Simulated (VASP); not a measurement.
Write the native input for VASP 6.6.1 that does the following.

| Quantity | Value |
| --- | --- |
| Task | single point |
| Functional | LDA |
| Potentials or basis | VASP PAW LDA potentials, release 64 (Zr_sv) |
| Cutoff | 520 eV |
| k mesh | 12 × 12 × 8 |
| Occupations | gaussian, width 0.1 eV |
| Spin | no spin polarisation |
| Dipole correction | no |
| Further INCAR settings | ALGO = Normal; EDIFF = 1e-06; NBANDS = 19 |

The structure of Zr lies in POSCAR:

```
Zr
1.0
    3.1534066640      0.0000000028      0.0000000000
   -1.5767033344      2.7309302781      0.0000000000
    0.0000000000      0.0000000000      5.0614421172
Zr
2
Direct
    0.3333333333      0.6666666667      0.2500000000
    0.6666666667      0.3333333333      0.7500000000
```

One way to write it, as run:

INCAR

```
SYSTEM = Zr
PREC = Accurate
ENCUT = 520
EDIFF = 1E-6
ISMEAR = 0
SIGMA = 0.1
LREAL = .False.
LASPH = .True.
NELM = 60
ALGO = Normal
ISIF = 2
LWAVE = .False.
LCHARG = .True.
GGA = CA
LELF = .True.
LVHAR = .True.
NBANDS = 19
```

KPOINTS

```
Automatic mesh
0
Gamma
  12 12 8
  0 0 0
```

Potentials or basis: VASP PAW LDA potentials, release 64 (Zr_sv).

Command:

```bash
$ cat potpaw_LDA.64/Zr_sv/POTCAR > POTCAR
$ mpirun -np 1 vasp_std > vasp.out
```

It gave:

```json
{"Pressure": "0.1 GPa", "Band gap on the k mesh": "zero (bands 12 and 13 overlap by 1.23 eV)"}
```

Wall time 80 s on 1 thread of Intel Xeon 8259CL (shared host), peak memory 0.18 GiB.
